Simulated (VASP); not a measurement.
Set up this calculation in VASP 6.6.1, as the native input.

* Task: single point
* Functional: LDA
* Potentials or basis: VASP PAW LDA potentials, release 64 (Al, Ga_d, N)
* Cutoff: 520 eV
* k mesh: 8 × 8 × 6
* Occupations: gaussian, width 0.05 eV
* Spin: no spin polarisation
* Dipole correction: no
* Further INCAR settings: ALGO = Normal; EDIFF = 1e-06; NBANDS = 21

The structure of AlGaN2 lies in POSCAR:

```
AlGaN2
1.0
    2.8037578202      0.0000000000      0.0000000000
    0.0000000000      2.8037578202      0.0000000000
    0.0000000000      0.0000000000      4.3843302008
Al Ga N
1 1 2
Direct
    0.5000000000      0.5000000000      0.5000000000
    0.0000000000      0.0000000000      0.0000000000
    0.5000000000      0.0000000000      0.7400513254
    0.0000000000      0.5000000000      0.2599486746
```

This cell differs from its parent crystal: strain -0.1000 x Voigt [1, 1, 0, 0, 0, 0].

These files were run (other wordings do the same):

INCAR

```
SYSTEM = AlGaN2
ALGO = Normal
EDIFF = 1E-6
ENCUT = 520
ISIF = 2
ISMEAR = 0
LASPH = .TRUE.
LCHARG = .TRUE.
LELF = .TRUE.
LREAL = .FALSE.
LVHAR = .TRUE.
LWAVE = .FALSE.
NBANDS = 21
NELM = 60
PREC = Accurate
SIGMA = 0.05
```

KPOINTS

```
k-points
0
G
  8 8 6
  0 0 0
```

Potentials or basis: VASP PAW LDA potentials, release 64 (Al, Ga_d, N).

Command:

```bash
$ cat potpaw_LDA.64/Al/POTCAR potpaw_LDA.64/Ga_d/POTCAR potpaw_LDA.64/N/POTCAR > POTCAR
$ mpirun -np 1 vasp_std > vasp.out
```

Results of the run:

```
Pressure               : 67.6 GPa
Largest force          : 0.046 eV/Å
Band gap on the k mesh : 2.87 eV, indirect (least direct gap 4.08 eV)
```

Caveat: the cell differs from its parent crystal (strain -0.1000 x Voigt [1, 1, 0, 0, 0, 0]).

Wall time 18 s on 1 thread of AMD EPYC 9R45 96-Core Processor (Zen 5), with other jobs on the host, peak memory 0.14 GiB.
